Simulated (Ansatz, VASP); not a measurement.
# InP in VASP and in Ansatz

```xyz
8
Lattice="7.2776 0.0000 0.0000 0.0000 7.2776 0.0000 0.0000 0.0000 4.2150" Properties=species:S:1:pos:R:3 pbc="T T T"
In    4.9345    4.9345    0.0000
In    1.2957    5.9819    2.1075
In    5.9819    1.2957    2.1075
In    2.3431    2.3431    0.0000
P     5.9635    5.9635    2.1075
P     1.3140    1.3140    2.1075
P     4.9528    2.3247    0.0000
P     2.3247    4.9528    0.0000
```

Alike in both runs: functional PBE; k mesh 6 × 6 × 8; occupations gaussian, width 0.02 eV; no spin polarisation.

Ansatz relaxed the structure, and its values are those at the end. VASP's run is a single point on that final structure, the one shown.

```csv
,VASP,Ansatz
version,VASP 6.6.1,Ansatz 0.2.0
potentials or method,"VASP PAW PBE potentials, release 64 (In_d, P), cutoff 520 eV","scalar-relativistic, plane waves, PAW"
valence electrons in the cell,72,72
```

Ansatz gave:

| Property | Result |
| --- | --- |
| gap on the k mesh at the Fermi level (eV) | 0.58 |
| least direct gap on the mesh (eV) | 0.58 |
| pressure (GPa) | 0.0 |

Q: Which values does VASP return?

A: gap on the k mesh at the Fermi level (eV): 0.57; least direct gap on the mesh (eV): 0.57; pressure (GPa): 0.0.
